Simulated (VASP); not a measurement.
# NaSr32 (a cell with a defect) in VASP: single point with PBE

Aim: the single point of NaSr32 (a cell with a defect) with PBE.

Program: VASP 6.6.1. These are calculated values, not measurements. Logs are shortened: lines on timing, memory, paths and dates and some standing lists are left out, and cuts for length are marked.

**1. The cell of the first run**

The cell holds a defect, 33 atoms: a = 12.160 Å, b = 12.160 Å, c = 12.160 Å, α = 90.00°, β = 90.00°, γ = 90.00°.

**2. Single point, PBE**

Input file INCAR:

```
SYSTEM = NaSr32
  ALGO = Normal
  EDIFF = 1E-7
  ENCUT = 520
  GGA = PE
  ISIF = 2
  ISMEAR = -1
  LASPH = .TRUE.
  LCHARG = .TRUE.
  LELF = .TRUE.
  LREAL = Auto
  LVHAR = .TRUE.
  LWAVE = .FALSE.
  NBANDS = 186
  NELM = 60
  PREC = Accurate
  SIGMA = 0.05
```

Input file KPOINTS:

```
k-points
0
G
  1 1 1
  0 0 0
```

Input file POSCAR:

```
NaSr32
1.0
   12.1600000000      0.0000000000      0.0000000000
    0.0000000000     12.1600000000      0.0000000000
    0.0000000000      0.0000000000     12.1600000000
Sr Na
32 1
Direct
    0.6079523026      0.0081990132     -0.0531250000
    0.7822697368      0.2482401316     -0.0393585526
    0.7508717105      0.0085361842      0.2727302632
   -0.0062828947     -0.0408470395     -0.0331332237
    0.1042598684      0.3094819079     -0.0039391447
    0.5555838816      0.4723437500     -0.0346792763
    0.7337911184      0.7089720395     -0.0244161184
    0.2529029605      0.0016200658      0.2022532895
    0.5287335526      0.1852302632      0.2447615132
    0.6394490132      0.4847697368      0.2418009868
    0.4535690789      0.0045394737      0.5361019737
    0.7391036184      0.2646957237      0.5429276316
    0.7800904605     -0.0085444079      0.6738815789
    0.0120065789      0.5668338816     -0.0059539474
    0.2754687500      0.7094819079      0.0067598684
   -0.0839884868      0.3419736842      0.2912664474
    0.2480427632      0.5046792763      0.2559621711
    0.4634375000      0.7641036184      0.2071628289
    0.0729276316      0.0411184211      0.4828782895
    0.2891940789      0.2915953947      0.4551726974
    0.5092023026      0.4648766447      0.5563157895
    0.6645312500      0.7408963816      0.4677138158
    0.2470559211      0.0013404605      0.7483470395
    0.3745148026      0.2301644737      1.0108552632
    0.8276233553      0.4940378289      0.7568832237
    0.0247861842      0.7445394737      0.2638898026
    0.0249259868      0.5218256579      0.4984457237
    0.3330263158      0.7282812500      0.4852713816
    0.0099095395      0.2507154605      0.7118996711
    0.2334786184      0.4715707237      0.7675904605
    0.5018996711      0.7246381579      0.7530263158
    0.0468503289      0.7730921053      0.7049177632
    0.5053865132      0.1976398026      0.7144078947
```

Potentials or basis: VASP PAW PBE potentials, release 64 (Sr_sv, Na_pv).

Started as:

```console
$ cat potpaw_PBE.64/Sr_sv/POTCAR potpaw_PBE.64/Na_pv/POTCAR > POTCAR
$ mpirun -np 1 vasp_gam > vasp.out
```

OUTCAR:

```text
SYSTEM = NaSr32
   EDIFF = 1E-7
   ENCUT = 520
   GGA = PE
   ISIF = 2
   ISMEAR = -1
   LASPH = .TRUE.
   LREAL = Auto
   NELM = 60
   PREC = Accurate

 ion  position               nearest neighbor table
   1  0.608  0.008  0.947-   2 3.61  33 3.85  13 3.93   7 3.96  24 3.99   9 4.32   3 4.33  31 4.37
                            18 4.68   4 4.73  23 5.01
   2  0.782  0.248  0.961-   1 3.61   6 3.88  25 3.92   5 4.01  29 4.10   4 4.36  16 4.48  13 4.68
                             9 4.69  10 4.79  14 4.79   3 4.80  24 5.00  12 5.11
   3  0.751  0.009  0.273-   9 3.47  22 4.16   1 4.33  12 4.53  16 4.53  26 4.63  18 4.66  19 4.69
                             4 4.79   2 4.80  11 4.83  13 4.90
   4  0.994  0.959  0.967-  32 3.96  23 4.10   8 4.29   2 4.36   7 4.39  13 4.43  26 4.47   5 4.48
                            15 4.60  29 4.71   1 4.73   3 4.79  14 4.79
   5  0.104  0.309  0.996-  14 3.32  24 3.43  29 3.71  30 3.75   2 4.01  16 4.28  17 4.32   4 4.48
                             8 4.85  25 4.98  23 5.11
   6  0.556  0.472  0.965-  10 3.52   7 3.60  24 3.72   2 3.88  31 4.06  25 4.18  15 4.49  30 4.60
                            18 4.74   9 4.88  21 5.01
   7  0.734  0.709  0.976-   6 3.60  14 3.81  25 3.90  31 3.91   1 3.96  18 4.38  10 4.39   4 4.39
                            26 5.00  13 5.06  32 5.09
   8  0.253  0.002  0.202-  18 3.86  24 3.91   9 4.06  19 4.08  26 4.25  15 4.28   4 4.29  20 4.70
                            11 4.74   5 4.85  28 4.88
   9  0.529  0.185  0.245-  24 3.45   3 3.47  10 3.88   8 4.06  20 4.09  11 4.27   1 4.32  12 4.54
                             2 4.69   6 4.88  21 5.10  16 5.11
  10  0.639  0.485  0.242-   6 3.52  16 3.83   9 3.88  18 4.04  21 4.15  22 4.16   7 4.39  12 4.69
                            17 4.77   2 4.79
  11  0.454  0.005  0.536-  33 3.26  23 3.60  28 3.72  20 4.14  22 4.19   9 4.27  13 4.31  31 4.35
[... 28 lines left out ...]
                            21 4.59  31 4.85  30 4.94   5 4.98  22 5.03
  26  0.025  0.745  0.264-  14 3.93  27 3.93  17 3.99   8 4.25  15 4.39   4 4.47  19 4.52  28 4.62
                             3 4.63   7 5.00  22 5.03  16 5.08
  27  0.025  0.522  0.498-  16 3.59  26 3.93  32 3.96  25 3.97  17 4.01  30 4.19  29 4.20  20 4.29
                            28 4.51  12 4.71
  28  0.333  0.728  0.485-  11 3.72  18 3.76  31 3.85  21 3.95  17 4.03  22 4.04  32 4.42  27 4.51
                            26 4.62  23 4.73  30 4.80   8 4.88  19 4.95
  29  0.010  0.251  0.712-   5 3.71  25 3.74  19 3.85  30 3.88  12 3.89   2 4.10  27 4.20  23 4.21
                            13 4.24  20 4.64   4 4.71
  30  0.233  0.472  0.768-   5 3.75  29 3.88  14 4.02  15 4.13  27 4.19  21 4.22  32 4.38  20 4.44
                            31 4.49  24 4.51   6 4.60  28 4.80  25 4.94
  31  0.502  0.725  0.753-  28 3.85   7 3.91  21 3.96  22 4.00   6 4.06  15 4.14  11 4.35   1 4.37
                            30 4.49  23 4.57  13 4.79  25 4.85
  32  0.047  0.773  0.705-  23 3.73   4 3.96  27 3.96  13 4.21  19 4.24  14 4.34  25 4.36  30 4.38
                            28 4.42  15 4.67   7 5.09
  33  0.505  0.198  0.714-  11 3.26  12 3.62  21 3.78   1 3.85  24 3.96

  LATTYP: Found a simple cubic cell.
 ALAT       =    12.1600000000

  Lattice vectors:

 A1 = (  12.1600000000,   0.0000000000,   0.0000000000)
 A2 = (   0.0000000000,  12.1600000000,   0.0000000000)
 A3 = (   0.0000000000,   0.0000000000,  12.1600000000)

Analysis of symmetry for initial positions (statically):
=====================================================================
 Subroutine PRICEL returns:
 Original cell was already a primitive cell.

 Routine SETGRP: Setting up the symmetry group for a
 simple cubic supercell.

 Subroutine GETGRP returns: Found  1 space group operations
 (whereof  1 operations were pure point group operations)
 out of a pool of 48 trial point group operations.

The static configuration has the point symmetry C_1 .

Analysis of symmetry for dynamics (positions and initial velocities):
=====================================================================
 Subroutine PRICEL returns:
 Original cell was already a primitive cell.

 Routine SETGRP: Setting up the symmetry group for a
 simple cubic supercell.

 Subroutine GETGRP returns: Found  1 space group operations
 (whereof  1 operations were pure point group operations)
 out of a pool of 48 trial point group operations.

The dynamic configuration has the point symmetry C_1 .

 Subroutine INISYM returns: Found  1 space group operations
 (whereof  1 operations are pure point group operations),
 and found     1 'primitive' translations

----------------------------------------------------------------------------------------

                                     Primitive cell

  volume of cell :    1798.0457

  direct lattice vectors                    reciprocal lattice vectors
    12.160000000  0.000000000  0.000000000     0.082236842  0.000000000  0.000000000
     0.000000000 12.160000000  0.000000000     0.000000000  0.082236842  0.000000000
     0.000000000  0.000000000 12.160000000     0.000000000  0.000000000  0.082236842

  length of vectors
    12.160000000 12.160000000 12.160000000     0.082236842  0.082236842  0.082236842

  position of ions in fractional coordinates (direct lattice)
     0.607952303  0.008199013  0.946875000
     0.782269737  0.248240132  0.960641447
     0.750871711  0.008536184  0.272730263
     0.993717105  0.959152960  0.966866776
     0.104259868  0.309481908  0.996060855
     0.555583882  0.472343750  0.965320724
[... 25 lines left out ...]
     0.046850329  0.773092105  0.704917763
     0.505386513  0.197639803  0.714407895

  ion indices of the primitive-cell ions
   primitive index   ion index
                 1           1
                 2           2
                 3           3
                 4           4
                 5           5
                 6           6
[... 25 lines left out ...]
                32          32
                33          33

----------------------------------------------------------------------------------------

 KPOINTS: k-points

Automatic generation of k-mesh.
 Grid dimensions read from file:
 generate k-points for:    1    1    1

 Generating k-lattice:

  Cartesian coordinates                     Fractional coordinates (reciprocal lattice)
     0.082236842  0.000000000  0.000000000     1.000000000  0.000000000  0.000000000
     0.000000000  0.082236842  0.000000000     0.000000000  1.000000000  0.000000000
     0.000000000  0.000000000  0.082236842     0.000000000  0.000000000  1.000000000

  Length of vectors
     0.082236842  0.082236842  0.082236842

  Shift w.r.t. Gamma in fractional coordinates (k-lattice)
     0.000000000  0.000000000  0.000000000

 Subroutine IBZKPT returns following result:
 ===========================================

 Found      1 irreducible k-points:

 Following reciprocal coordinates:
            Coordinates               Weight
  0.000000  0.000000  0.000000      1.000000
   k-points           NKPTS =      1   k-points in BZ     NKDIM =      1   number of bands    NBANDS=    186
   number of dos      NEDOS =    301   number of ions     NIONS =     33
   total plane-waves  NPLWV = 729000
   dimension x,y,z NGX =    90 NGY =   90 NGZ =   90
   dimension x,y,z NGXF=   180 NGYF=  180 NGZF=  180
   ions per type =              32   1
   NGX,Y,Z   is equivalent  to a cutoff of  12.30, 12.30, 12.30 a.u.
   NGXF,Y,Z  is equivalent  to a cutoff of  24.61, 24.61, 24.61 a.u.
 SYSTEM =  NaSr32
   PREC   = accura    normal or accurate (medium, high low for compatibility)
   ISTART =      0    job   : 0-new  1-cont  2-samecut
   ICHARG =      2    charge: 1-file 2-atom 10-const
   ISPIN  =      1    spin polarized calculation?
   LNONCOLLINEAR =      F non collinear calculations
   LSORBIT =      F    spin-orbit coupling
   LASPH  =      T    aspherical Exc in radial PAW
   ENCUT  =  520.0 eV  38.22 Ry    6.18 a.u.  22.61 22.61 22.61*2*pi/ulx,y,z
   NELM   =     60;   NELMIN=  2; NELMDL= -5     # of ELM steps
   EDIFF  = 0.1E-06   stopping-criterion for ELM
   LREAL  =      T    real-space projection
   EDIFFG = 0.1E-05   stopping-criterion for IOM
   NSW    =      0    number of steps for IOM
   IBRION =     -1    ionic relax: 0-MD 1-quasi-New 2-CG
   NFREE  =      0    steps in history (QN), initial steepest desc. (CG)
   ISIF   =      2    stress and relaxation
   ISYM   =      2    0-nonsym 1-usesym 2-fastsym
   POTIM  = 0.5000    time-step for ionic-motion
   TEBEG  =    0.0;   TEEND  =   0.0 temperature during run
   PSTRESS=    0.0 pullay stress
   NELECT =     327.0000    total number of electrons
   NUPDOWN=      -1.0000    fix difference up-down
   EMIN   =  10.00;   EMAX   =-10.00  energy-range for DOS
   EFERMI =   0.00;   METHOD = LEGACY
   ISMEAR =    -1;   SIGMA  =   0.05  broadening in eV -4-tet -1-fermi 0-gaus
   EFERMI_NEDOS =   21; number of points for ismear=-14 and -15
   IALGO  =     38    algorithm
   IMIX   =      4    mixing-type and parameters
     AMIX     =   0.40;   BMIX     =  1.00
     AMIX_MAG =   1.60;   BMIX_MAG =  1.00
  volume/ion in A,a.u.               =      54.49       367.69
  Fermi-wavevector in a.u.,A,eV,Ry     =   0.927521  1.752761 11.705032  0.860296
  Thomas-Fermi vector in A             =   2.053600
   LORBIT       =      0    0 simple, 1 ext, 2 COOP (PROOUT), +10 PAW based schemes
   GGA     = PE    functional components
   LHFCALC =     F    Hartree Fock is set to
   AEXX    =    0.0000 exact exchange contribution
   IVDW    =     0    specifies the selected vdW correction
   LEPSILON=     F    determine dielectric tensor
   LRPA    =     F    only Hartree local field effects (RPA)
 non-spin polarized calculation
  energy-cutoff  :      520.00
  volume of cell :     1798.05
 maximum number of plane-waves:     24245
 NGX is ok and might be reduce to    90
   NGX = 45   NGY = 45   NGZ = 45

 number of electron     327.0000004 magnetization

 Free energy of the ion-electron system (eV)
  ---------------------------------------------------
  ext. energy  EPLUGINS =         0.00000000
  ---------------------------------------------------
  free energy    TOTEN  =       -47.62218073 eV

  energy without entropy =      -47.24012685  energy(sigma->0) =      -47.43115379

 E-fermi :   1.5243     XC(G=0):  -7.2979

 val. band max:        1.5158856062   @ k =   0.0000   0.0000   0.0000
 cond. band min:       1.5678487440   @ k =   0.0000   0.0000   0.0000
 fundamental gap:      0.0519631378
 Fermi energy:         1.5242959601

 k-point     1 :       0.0000    0.0000    0.0000
  band No.  band energies     occupation
      1     -35.4862      2.00000
      2     -35.3684      2.00000
      3     -35.3581      2.00000
      4     -35.3131      2.00000
      5     -35.3038      2.00000
      6     -35.2985      2.00000
[... 167 lines left out ...]
    174       1.9031      0.00103
    175       1.9260      0.00065
 [bands above 175 left out]

------------------------ aborting loop because EDIFF is reached ----------------------------------------

  FORCE on cell =-STRESS in cart. coord.  units (eV):
  Direction    XX          YY          ZZ          XY          YZ          ZX
  --------------------------------------------------------------------------------------
  -------------------------------------------------------------------------------------
  Total        9.1450545      9.7808326      6.6929064      1.2432012      1.8343215      2.3098657
  in kB        8.1488468      8.7153671      5.9638211      1.1077743      1.6345015      2.0582427
  external PRESSURE =       7.6093450 kB  Pullay stress =       0.0000000 kB

 VOLUME and BASIS-vectors are now :
 -----------------------------------------------------------------------------
  energy-cutoff  :      520.00
  volume of cell :     1798.05
      direct lattice vectors                 reciprocal lattice vectors
    12.160000000  0.000000000  0.000000000     0.082236842  0.000000000  0.000000000
     0.000000000 12.160000000  0.000000000     0.000000000  0.082236842  0.000000000
     0.000000000  0.000000000 12.160000000     0.000000000  0.000000000  0.082236842

 POSITION                                       TOTAL-FORCE (eV/Angst)
 -----------------------------------------------------------------------------------
      7.39270      0.09970     11.51400        -0.700411     -0.470107      0.218961
      9.51240      3.01860     11.68140         0.097910      0.278453      0.282530
      9.13060      0.10380      3.31640         0.791749     -0.464869      0.023923
     12.08360     11.66330     11.75710        -0.234827      0.135450      0.203175
      1.26780      3.76330     12.11210        -0.209471     -0.852450      0.734993
      6.75590      5.74370     11.73830        -0.736629     -0.190574     -0.665795
[... 25 lines left out ...]
      0.56970      9.40080      8.57180        -0.269479     -0.383530     -0.052052
      6.14550      2.40330      8.68720         0.001009      0.433064      0.485956
 -----------------------------------------------------------------------------------
    total drift:                               -0.001328      0.000849     -0.000355

  FREE ENERGIE OF THE ION-ELECTRON SYSTEM (eV)
  ---------------------------------------------------
  free  energy   TOTEN  =       -47.6221807340 eV

  energy  without entropy=      -47.2401268464  energy(sigma->0) =      -47.43115379
```

Wall time 9.9 min (1 thread of Intel Xeon 8259CL, shared host); peak memory 1.3 GiB.

Results:

| Property | Result |
| --- | --- |
| Free energy | -47.6222 eV |
| Pressure | 0.8 GPa |
| Largest force | 1.145 eV/Å |
| Band gap on the k mesh | zero (an odd number of electrons rules out a gap without spin polarisation) |

Forces on the atoms (eV/Å):
```
Sr  -0.700 -0.470  0.219
Sr   0.098  0.278  0.283
Sr   0.792 -0.465  0.024
Sr  -0.235  0.135  0.203
Sr  -0.209 -0.852  0.735
Sr  -0.737 -0.191 -0.666
Sr   0.413  0.677  0.487
Sr  -0.196  0.114  0.090
Sr  -0.034  0.357  0.561
Sr   0.171  0.164  0.541
Sr   0.634  0.001 -0.904
Sr  -0.030 -0.042 -0.566
Sr   0.207 -0.407  0.214
Sr  -0.616  0.290  0.142
Sr  -0.098  0.315 -0.710
Sr   0.356 -0.506 -0.652
Sr   0.286 -0.074 -0.639
Sr   0.975  0.354  0.112
Sr  -0.395 -0.276 -0.372
Sr  -0.442 -0.662  0.292
Sr   0.130  0.287  0.009
Sr   0.773 -0.133  0.017
Sr   0.184  0.334  0.841
Sr   0.039 -0.036 -0.629
Sr  -0.330  0.314 -0.283
Sr  -0.237  0.365  0.087
Sr   0.039  0.086  0.390
Sr  -1.102 -0.252  0.052
Sr   0.145 -0.410 -0.200
Sr   0.450  0.256 -0.339
Sr  -0.062  0.398  0.227
Sr  -0.269 -0.384 -0.052
Na   0.001  0.433  0.486
```

Caveat: the k points lie up to 0.52 Å⁻¹ apart, too coarse for converged energies and pressures of a metal.

The gap in the log of VASP goes by the Fermi energy; the results here count the filled bands.